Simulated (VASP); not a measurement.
**SnO: single point with r2SCAN**

SnO:

```xyz
4
Lattice="3.8305 0.0000 0.0000 0.0000 3.8305 0.0000 0.0000 0.0000 4.7346" Properties=species:S:1:pos:R:3 pbc="T T T"
Sn    0.0000    1.9153    1.1332
Sn    1.9153    0.0000    3.6014
O     1.9153    1.9153    0.0000
O     0.0000    0.0000    0.0000
```

This cell differs from its parent crystal: epitaxial xy strain +1.0%.

| Item | Value |
| --- | --- |
| Program | VASP 6.6.1 |
| Task | single point |
| Functional | r2SCAN |
| Potentials or basis | VASP PAW PBE potentials, release 64 (Sn_d, O) |
| Cutoff | 520 eV |
| k mesh | 6 × 6 × 6 |
| Occupations | fermi-dirac, width 0.02 eV |
| Spin | no spin polarisation |
| Dipole correction | no |
| Further INCAR settings | ALGO = Normal; EDIFF = 1e-07; NBANDS = 28 |

```json
{"Pressure": "0.5 GPa", "Largest force": "0.128 eV/Å", "Band gap on the k mesh": "0.24 eV (least direct gap 2.23 eV)"}
```

Forces in eV/Å, atoms in the order of the input:
```
Sn   0.000  0.000  0.128
Sn   0.000  0.000 -0.128
O    0.000  0.000  0.000
O    0.000  0.000  0.000
```

Stress tensor (GPa, compression positive):
```
-0.03  0.00  0.00
 0.00 -0.03  0.00
 0.00  0.00  1.71
```

Levels at points of the mesh, in eV from the valence-band top:
| k point | band 16 | band 17 | band 18 | band 19 | band 20 | band 21 | band 22 | band 23 | band 24 | band 25 |
| --- | --- | --- | --- | --- | --- | --- | --- | --- | --- | --- |
| (0.00, 0.00, 0.00) | -6.67 | -3.79 | -3.57 | -3.57 | 0.00 | 2.46 | 4.86 | 4.86 | 4.87 | 6.30 |
| (0.50, 0.00, 0.00) | -5.28 | -5.24 | -5.24 | -2.86 | -2.86 | 3.67 | 3.67 | 6.21 | 6.21 | 6.45 |
| (0.50, 0.50, 0.00) | -5.41 | -2.89 | -2.89 | -1.99 | -1.99 | 0.24 | 0.24 | 4.97 | 4.97 | 8.04 |
| (0.00, 0.00, 0.50) | -3.87 | -3.59 | -3.59 | -2.88 | -2.32 | 1.91 | 3.09 | 3.09 | 3.70 | 8.76 |
| (0.50, 0.00, 0.50) | -5.81 | -5.19 | -5.19 | -1.88 | -1.88 | 2.99 | 2.99 | 5.65 | 5.65 | 7.16 |
| (0.50, 0.50, 0.50) | -5.90 | -2.89 | -2.89 | -2.87 | -2.87 | 2.59 | 2.59 | 4.65 | 4.65 | 6.01 |

Run time: 2.1 min on 1 thread of AMD EPYC 9R45 96-Core Processor (Zen 5) (shared host), peak memory 0.18 GiB.

Caveat: the cell differs from its parent crystal (epitaxial xy strain +1.0%); semilocal functionals underestimate gaps, and a narrow one can read as zero; the PAW data sets were made with another functional, which shifts forces and pressure a little; spin-orbit coupling is left out, which moves the levels of the heavy elements. A k mesh can miss the band edges.
